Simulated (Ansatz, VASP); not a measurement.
Ag in VASP and in Ansatz

```
Ag
1.0
     2.93000    0.00000    0.00000
    -1.46500    2.53745    0.00000
     0.00000    0.00000    4.79000
Ag
2
Direct
  0.34917 0.90312 0.25000
  0.66667 0.33333 0.75000
```

Alike in both runs: task single point; functional PBE; k mesh 18 × 18 × 10; occupations gaussian, width 0.15 eV; no spin polarisation.

|  | VASP | Ansatz |
| --- | --- | --- |
| version | VASP 6.6.1 | Ansatz 0.2.0 |
| potentials or method | VASP PAW PBE potentials, release 64 (Ag), cutoff 520 eV | scalar-relativistic, plane waves, PAW |
| valence electrons in the cell | 22 | 38 |

```tsv
	VASP	Ansatz	Ansatz less VASP
gap on the k mesh at the Fermi level (eV)	none	none	-
pressure (GPa)	3.4	3.5	+0.08
traceless stress, the component that is largest in VASP (GPa)	6.70	6.77	+0.068
rms of the force components (eV/Å)	0.409	0.412	+0.0035
```

Atom by atom the forces differ by 0.003 eV/Å (rms over components). A gap of «none» marks a metal or a gap that the smearing closes. VASP's potentials hold 22 valence electrons a cell and Ansatz's 38, so a difference there can come from the potentials and not from the codes.
